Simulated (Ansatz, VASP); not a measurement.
One calculation of PbO, two programs

File INCAR:

```
PREC     = Accurate       # precision mode
ENCUT    = 520            # plane-wave cutoff, eV
EDIFF    = 1E-7           # SCF threshold, eV
ISMEAR   = 0              # smearing method
SIGMA    = 0.01           # smearing width, eV
LREAL    = False          # projectors in reciprocal space
LASPH    = True           # aspherical terms in the spheres
NELM     = 100            # most SCF steps
ALGO     = Normal         # electronic algorithm
ISIF     = 2              # what is computed and relaxed
LWAVE    = False          # write WAVECAR
LCHARG   = True           # write CHGCAR
GGA      = PE             # functional
LELF     = True           # ELF
LVHAR    = True         
NBANDS   = 28             # bands
```

File KPOINTS:

```
Automatic mesh
0
Gamma
  4 4 4
```

POSCAR

```
PbO
1.0
    4.0952026748      0.0213755076     -0.0364305159
    0.0213755076      4.0515802121     -0.0006009983
   -0.0457459902     -0.0007612646      4.8299732261
Pb O
2 2
Direct
    0.9951700000      0.5062700000      0.2394100000
    0.4996600000      0.9989200000      0.7588100000
    0.0039900000      0.0062800000      0.9975200000
    0.5013900000      0.5015700000      0.0036100000
```

Input for Ansatz:

```yaml
crystal:
  lattice:
    - [4.0952026747748596, 0.02137550755300252, -0.03643051591858958]
    - [0.02137550755300252, 4.0515802120788305, -0.0006009983379475872]
    - [-0.04574599015677719, -0.0007612645614002773, 4.8299732261106145]
  atoms:
    - { symbol: Pb, position: [0.99517, 0.50627, 0.23941] }
    - { symbol: Pb, position: [0.49966, 0.99892, 0.75881] }
    - { symbol: O, position: [0.00399, 0.00628, 0.99752] }
    - { symbol: O, position: [0.50139, 0.50157, 0.00361] }
basis:
  ecutwfc: 540.0
  xc_grid: 2
kpoints:
  mp_grid:
    grid: [4, 4, 4]
hamiltonian:
  xc: pbe
scf:
  convergence:
    dr2_threshold: 1.0e-09
  occupations:
    method: fixed
output:
  forces: true
  stress: true
```

Alike in both runs: task single point; functional PBE; k mesh 4 × 4 × 4; no spin polarisation.

|  | VASP | Ansatz |
| --- | --- | --- |
| version | VASP 6.6.1 | Ansatz 0.2.0 |
| potentials or method | VASP PAW PBE potentials, release 64 (Pb_d, O), cutoff 520 eV | plane waves, PAW |
| occupations | gaussian, width 0.01 eV | fixed |
| valence electrons in the cell | 40 | 40 |

```csv
,VASP,Ansatz,Ansatz less VASP
pressure (GPa),2.1,2.0,-0.07
"traceless stress, the component that is largest in VASP (GPa)",0.86,0.84,-0.016
rms of the force components (eV/Å),0.107,0.097,-0.0098
```

Atom by atom the forces differ by 0.016 eV/Å (rms over components). Ansatz's warnings: stress scf threshold loose.

Neither program's run includes spin-orbit coupling.
